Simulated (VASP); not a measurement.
# Sb (R-3m) in VASP: further runs, part 2 of 2

VASP 6.6.1. Earlier steps stand in the parts before.

### 3 Single point, r2SCAN

The input, POSCAR:

```
Sb
1.0
    2.1647005704      1.2497904571      3.8274116321
   -2.1647005704      1.2497904571      3.8274116321
    0.0000000000     -2.4995809141      3.8274116321
Sb
2
Direct
    0.2315156446      0.2315156446      0.2315156446
    0.7684843554      0.7684843554      0.7684843554
```

The input, INCAR.step1:

```
SYSTEM = Sb
ALGO = Normal
EDIFF = 1E-5
ENCUT = 550
GGA = PE
GGA_COMPAT = .False.
ISMEAR = -1
LASPH = .True.
LCHARG = .False.
LREAL = .False.
LWAVE = .True.
NBANDS = 22
NELM = 120
PREC = Accurate
SIGMA = 0.02
```

The input, INCAR.step2:

```
SYSTEM = Sb
ALGO = Normal
EDIFF = 1E-6
ENCUT = 550
GGA_COMPAT = .False.
ISIF = 2
ISMEAR = -1
ISTART = 1
LASPH = .True.
LCHARG = .False.
LMIXTAU = .True.
LREAL = .False.
LWAVE = .False.
METAGGA = R2SCAN
NBANDS = 22
NELM = 120
PREC = Accurate
SIGMA = 0.02
```

The input, KPOINTS:

```
k-points
0
Gamma
  8 8 8
  0 0 0
```

Potentials or basis: VASP PAW PBE potentials, release 64 (Sb_d_GW).

Command:

```bash
$ cat potpaw_PBE.64/Sb_d_GW/POTCAR > POTCAR
$ cp INCAR.step1 INCAR
$ mpirun -np 1 vasp_std > vasp.out
$ cp INCAR.step2 INCAR
$ mpirun -np 1 vasp_std > vasp.out
```

OUTCAR:

```text
SYSTEM = Sb
   EDIFF = 1E-6
   ENCUT = 550
   ISIF = 2
   ISMEAR = -1
   ISTART = 1
   LASPH = .True.
   LREAL = .False.
   METAGGA = R2SCAN
   NELM = 120
   PREC = Accurate

 ion  position               nearest neighbor table
   1  0.232  0.232  0.232-   2 2.91   2 2.91   2 2.91   2 3.42   2 3.42   2 3.42
   2  0.768  0.768  0.768-   1 2.91   1 2.91   1 2.91   1 3.42   1 3.42   1 3.42

  LATTYP: Found a trigonal (rhomboedric) cell.
 ALAT       =     4.5713219694
 COS(alpha) =     0.5515210772

  Lattice vectors:

 A1 = (   2.1647005704,   1.2497904571,   3.8274116321)
 A2 = (  -2.1647005704,   1.2497904571,   3.8274116321)
[... 188 lines left out ...]
      5     -25.1188      2.00000
      6     -25.0320      2.00000
[... 589 lines left out ...]
     21      12.6517      0.00000
     22      14.6514      0.00000

 [... further k-points ...]
[... 5 lines left out ...]
  --------------------------------------------------------------------------------------
  -------------------------------------------------------------------------------------
  Total        0.2817912      0.2817912      0.3241259      0.0000000      0.0000000      0.0000000
  in kB        7.2668569      7.2668569      8.3585860      0.0000000      0.0000000      0.0000000
  external PRESSURE =       7.6307666 kB  Pullay stress =       0.0000000 kB

 VOLUME and BASIS-vectors are now :
 -----------------------------------------------------------------------------
  energy-cutoff  :      550.00
  volume of cell :       62.13
      direct lattice vectors                 reciprocal lattice vectors
     2.164700570  1.249790457  3.827411632     0.230978828  0.133355688  0.087091059
    -2.164700570  1.249790457  3.827411632    -0.230978828  0.133355688  0.087091059
     0.000000000 -2.499580914  3.827411632     0.000000000 -0.266711377  0.087091059

 POSITION                                       TOTAL-FORCE (eV/Angst)
 -----------------------------------------------------------------------------------
      0.00000      0.00000      2.65832         0.000000      0.000000      0.072411
      0.00000      0.00000      8.82392         0.000000     -0.000000     -0.072411
 -----------------------------------------------------------------------------------
    total drift:                                0.000000     -0.000000      0.000000

  FREE ENERGIE OF THE ION-ELECTRON SYSTEM (eV)
  ---------------------------------------------------
  free  energy   TOTEN  =       -51.4613844431 eV

  energy  without entropy=      -51.4608492427  energy(sigma->0) =      -51.46111684
```

OUTCAR.step1:

```text
SYSTEM = Sb
   EDIFF = 1E-5
   ENCUT = 550
   GGA = PE
   ISMEAR = -1
   LASPH = .True.
   LREAL = .False.
[... 820 lines left out ...]
      0.00000      0.00000      2.65832         0.000000      0.000000      0.214491
      0.00000      0.00000      8.82392         0.000000     -0.000000     -0.214491
 -----------------------------------------------------------------------------------
    total drift:                                0.000000     -0.000000      0.000000

  FREE ENERGIE OF THE ION-ELECTRON SYSTEM (eV)
  ---------------------------------------------------
  free  energy   TOTEN  =        -8.3037871584 eV

  energy  without entropy=       -8.3030657224  energy(sigma->0) =       -8.30342644
```

Wall time 2.9 min (1 thread of Intel Xeon 6975P-C (Granite Rapids), shared host); peak memory 0.28 GiB.

Results:

* Free energy: -51.4614 eV
* Pressure: 0.8 GPa
* Largest force: 0.072 eV/Å
* Band gap on the k mesh: zero (bands 15 and 16 overlap by 0.25 eV)

Forces on the atoms (eV/Å):
```
Sb   0.000  0.000  0.072
Sb   0.000  0.000 -0.072
```

Stress tensor (GPa, compression positive):
```
0.73 0.00 0.00
0.00 0.73 0.00
0.00 0.00 0.84
```

Levels at points of the mesh, in eV from the Fermi level:
```csv
k point,band 12,band 13,band 14,band 15,band 16,band 17,band 18,band 19
"(0.00, 0.00, 0.00)",-5.14,-2.39,-2.13,-2.13,1.80,2.52,2.52,5.44
"(0.50, 0.00, 0.00)",-10.09,-2.40,-2.28,-0.51,-0.25,0.21,0.53,7.81
"(0.50, 0.50, 0.00)",-8.53,-5.65,-4.04,-3.98,1.54,4.85,5.67,6.90
"(0.50, 0.50, 0.50)",-9.31,-1.67,-1.67,-0.54,0.07,0.07,1.16,7.16
```

Caveat: the PAW data sets were made with another functional, which shifts forces and pressure a little; spin-orbit coupling is left out, which moves the levels of the heavy elements.

### 4 Single point, r2SCAN

The input, POSCAR:

```
Sb
1.0
    2.1647005608      1.2497904515      3.8274104700
   -2.1647005608      1.2497904515      3.8274104700
    0.0000000000     -2.4995809030      3.8274104700
Sb
2
Direct
    0.2315156436      0.2315156436      0.2315156436
    0.7684843564      0.7684843564      0.7684843564
```

The input, INCAR.step1:

```
SYSTEM = Sb
PREC = Accurate
ENCUT = 550
ISMEAR = -1
SIGMA = 0.02
LREAL = .FALSE.
LASPH = .TRUE.
NELM = 120
NBANDS = 22
GGA = PE
ALGO = Normal
EDIFF = 1E-5
LWAVE = .TRUE.
LCHARG = .FALSE.
GGA_COMPAT = .FALSE.
```

The input, INCAR.step2:

```
SYSTEM = Sb
PREC = Accurate
ENCUT = 550
EDIFF = 1E-6
ISMEAR = -1
SIGMA = 0.02
LREAL = .FALSE.
LASPH = .TRUE.
NELM = 120
ALGO = Normal
ISIF = 2
LWAVE = .FALSE.
LCHARG = .FALSE.
METAGGA = R2SCAN
LMIXTAU = .TRUE.
NBANDS = 22
ISTART = 1
GGA_COMPAT = .FALSE.
```

The input, KPOINTS:

```
Automatic mesh
0
G
  8 8 8
  0 0 0
```

Command:

```bash
$ cat potpaw_PBE.64/Sb_d_GW/POTCAR > POTCAR
$ cp INCAR.step1 INCAR
$ mpirun -np 1 vasp_std > vasp.out
$ cp INCAR.step2 INCAR
$ mpirun -np 1 vasp_std > vasp.out
```

Run time: 5.5 min. Hardware: 1 thread of Intel Xeon Platinum 8259CL at 2.50GHz (Skylake/Cascade Lake), shared host; peak memory 0.27 GiB.

The run converged. Its results:

- Free energy: -51.4614 eV
- Pressure: 0.8 GPa
- Largest force: 0.072 eV/Å
- Band gap on the k mesh: zero (bands 15 and 16 overlap by 0.25 eV)

Forces in eV/Å, atoms in the order of the input:
```
Sb   0.000  0.000  0.072
Sb   0.000  0.000 -0.072
```

Stress tensor (GPa, compression positive):
```
0.73 0.00 0.00
0.00 0.73 0.00
0.00 0.00 0.84
```

Levels at points of the mesh, in eV from the Fermi level:
```tsv
k point	band 11	band 12	band 13	band 14	band 15	band 16	band 17	band 18	band 19	band 20
(0.00, 0.00, 0.00)	-13.34	-5.14	-2.39	-2.13	-2.13	1.80	2.52	2.52	5.44	5.44
(0.50, 0.00, 0.00)	-10.95	-10.09	-2.40	-2.28	-0.51	-0.25	0.21	0.53	7.81	8.42
(0.50, 0.50, 0.00)	-10.93	-8.53	-5.65	-4.04	-3.98	1.54	4.85	5.67	6.90	9.23
(0.50, 0.50, 0.50)	-11.91	-9.31	-1.67	-1.67	-0.54	0.07	0.07	1.16	7.16	9.01
```

Caveat: the PAW data sets were made with another functional, which shifts forces and pressure a little; spin-orbit coupling is left out, which moves the levels of the heavy elements.
